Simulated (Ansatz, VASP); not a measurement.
**BaTe: VASP beside Ansatz**

```
Ba Te
1.0
     0.00000    3.53239    3.53239
     3.53239    0.00000    3.53239
     3.53239    3.53239    0.00000
Ba Te
1 1
Direct
  0.00000 0.00000 0.00000
  0.50000 0.50000 0.50000
```

Alike in both runs: task single point; functional HSE06; k mesh 4 × 4 × 4; no spin polarisation.

```csv
,VASP,Ansatz
version,VASP 6.6.1,Ansatz 0.2.0
potentials or method,"VASP PAW PBE potentials, release 64 (Ba_sv, Te)","plane waves, PAW"
plane-wave cutoff (eV),520,420
occupations,"gaussian, width 0.01 eV",fixed
valence electrons in the cell,16,26
```

```tsv
	VASP	Ansatz	Ansatz less VASP
gap on the k mesh at the Fermi level (eV)	2.30	2.35	+0.049
pressure (GPa)	0.0	-0.2	-0.20
```

VASP's potentials hold 16 valence electrons a cell and Ansatz's 26, so a difference there can come from the potentials and not from the codes. Ansatz's warnings: stress exchange threshold loose, stress scf threshold loose.

Neither program's run includes spin-orbit coupling.
